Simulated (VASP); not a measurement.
**Nd3Si2I: relaxation of cell and atoms with PBE**

Crystal: Nd3Si2I.

```xyz
6
Lattice="-2.9825 3.0142 4.1905 2.9825 -3.0142 4.1905 2.9825 3.0142 -4.1905" Properties=species:S:1:pos:R:3 pbc="T T T"
Nd    1.4988    3.0142   -1.0312
Nd    1.4837    0.0000    3.1594
Nd    0.0000    3.0142    2.1031
Si    2.9825    1.5116    1.0535
Si    0.0000    1.5025    5.2440
I     0.0000    0.0000    8.3291
```

The cell was generated, and may not be a known phase.

* Program: VASP 6.6.1
* Task: relaxation of cell and atoms
* Functional: PBE
* Potentials or basis: VASP PAW PBE potentials, release 64 (Nd_3, Si, I), 4f in core
* Cutoff: 500 eV
* k mesh: 3 × 3 × 3
* Occupations: gaussian, width 0.15 eV
* Spin: no spin polarisation
* Dipole correction: no
* Further INCAR settings: ALGO = Normal; EDIFF = 1e-07; IBRION = 2; EDIFFG = -0.08; NSW = 36; ISIF = 3

```yaml
Relaxed_volume: 28.84 Å³/atom
Relaxed_cell: a = 6.108 Å, b = 6.108 Å, c = 6.108 Å, α = 107.67°, β = 116.91°, γ = 104.12°
Space_group_after_relaxing_to_0.1_Å: Imm2 (No. 44)
Energy_gained_by_relaxing: 245.6 meV/atom
Ionic_steps: 19
Pressure_after_relaxing: 0.1 GPa
Largest_force_after_relaxing: 0.065 eV/Å
Band_gap_on_the_k_mesh: 0.10 eV (least direct gap 0.12 eV)
```

Forces in eV/Å, atoms in the order of the input:
```
Nd  -0.029  0.000 -0.026
Nd   0.029  0.000 -0.026
Nd   0.000  0.000  0.065
Si   0.000 -0.010 -0.020
Si   0.000  0.010 -0.020
I    0.000  0.000  0.027
```

Stress tensor (GPa, compression positive):
```
-0.01  0.00  0.00
 0.00  0.13  0.00
 0.00  0.00  0.16
```

Step by step:
```
step  energy change (eV)  largest force (eV/Å)  pressure (GPa)  volume (Å³)
   1              0.0000                1.0325            5.70       150.69
   2             -0.4897                0.6460           -1.66       170.84
   3             -0.4901                0.6543           -1.50       170.25
   4             -0.6722                0.5866           -0.93       167.96
   5             -0.8522                0.7217            1.35       161.47
   6             -0.9814                0.8764            0.88       164.07
   7             -1.1308                1.1035            0.59       170.89
   8             -1.3192                0.5954           -0.80       176.84
   9             -1.3446                0.4347           -1.38       180.00
  10             -1.4140                0.3642            0.92       172.04
  11             -1.4187                0.2724            0.42       173.57
  12             -1.4432                0.2428           -0.13       175.02
  13             -1.4450                0.2536           -0.31       175.53
  14             -1.4595                0.2427            0.02       173.95
  15             -1.4647                0.2325            0.43       172.17
  16             -1.4691                0.1388           -0.32       174.22
  17             -1.4701                0.1215           -0.10       173.61
  18             -1.4731                0.0877            0.01       173.28
  19             -1.4736                0.0655            0.09       173.06
```

Final structure:
```cif
data_structure
_symmetry_space_group_name_H-M 'P 1'
_symmetry_Int_Tables_number 1
_cell_length_a 6.1084
_cell_length_b 6.1084
_cell_length_c 6.1084
_cell_angle_alpha 107.665
_cell_angle_beta 116.914
_cell_angle_gamma 104.116
_cell_volume 173.06
loop_
_atom_site_label
_atom_site_type_symbol
_atom_site_fract_x
_atom_site_fract_y
_atom_site_fract_z
_atom_site_occupancy
Nd1 Nd 0.35058 0.08413 0.73355 1
Nd2 Nd 0.35058 0.61703 0.26645 1
Nd3 Nd 0.80985 0.30985 0.50000 1
Si1 Si 0.41782 0.60997 0.80785 1
Si2 Si 0.80211 0.60997 0.19215 1
I1 I 0.01911 0.01911 0.00000 1
```

Levels at points of the mesh, in eV from the valence-band top:
```tsv
k point	band 22	band 23	band 24	band 25	band 26	band 27
(0.00, 0.00, 0.00)	-0.70	-0.56	0.00	0.13	0.67	1.50
```

It took 8.9 min on 1 thread of AMD EPYC 9R45 96-Core Processor (Zen 5) (shared host), peak memory 0.32 GiB.

Caveat: the k points lie up to 0.43 Å⁻¹ apart in the final cell; spin-orbit coupling is left out, which moves the levels of the heavy elements; the 4f electrons are frozen in the core, so they carry no moment and show no levels; the relaxation stopped at a loose force limit of 0.08 eV/Å, so its end isn't a converged minimum. Spin polarisation is off, so any magnetic state and its effect on volume and gap are missing.
